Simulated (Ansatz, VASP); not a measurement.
## Two plane-wave programs on Al4BSbP2

```
CELL_PARAMETERS angstrom
5.33295 0.11267 0.00115
0.11678 5.33755 -0.00005
-2.72747 -2.72742 5.87321
ATOMIC_POSITIONS crystal
Al 0.17008 0.16997 0.74621
Al 0.43048 0.83430 0.26464
Al 0.57595 0.57612 0.74614
Al 0.83414 0.43032 0.26461
B 0.49722 0.49721 0.99438
Sb 0.99426 0.99420 0.98848
P 0.24894 0.74890 0.49774
P 0.74894 0.24897 0.49779
```

Change from the starting cell: cell x1, atoms moved at random (sigma 0.15 Å) and cell strained at random (1.5 %), then relaxed without symmetry.

Alike in both runs: functional PBE; k mesh 4 × 4 × 4; occupations gaussian, width 0.2 eV; no spin polarisation.

Ansatz relaxed the structure, and its values are those at the end. VASP's run is a single point on that final structure, the one shown.

|  | VASP | Ansatz |
| --- | --- | --- |
| version | VASP 6.6.1 | Ansatz 0.2.0 |
| potentials or method | VASP PAW PBE potentials, release 64 (Al, B, Sb, P), cutoff 520 eV | scalar-relativistic, plane waves, PAW |
| valence electrons in the cell | 30 | 40 |

```tsv
	VASP	Ansatz	Ansatz less VASP
gap on the k mesh at the Fermi level (eV)	none	none	-
pressure (GPa)	0.0	0.0	+0.01
rms of the force components (eV/Å)	0.008	0.002	-0.0063
```

A gap of «none» marks a metal or a gap that the smearing closes. With one functional, cell and mesh, what is left measures potentials, basis and numerics. VASP's potentials hold 30 valence electrons a cell and Ansatz's 40, so a difference there can come from the potentials and not from the codes.

Neither program's run includes spin-orbit coupling.
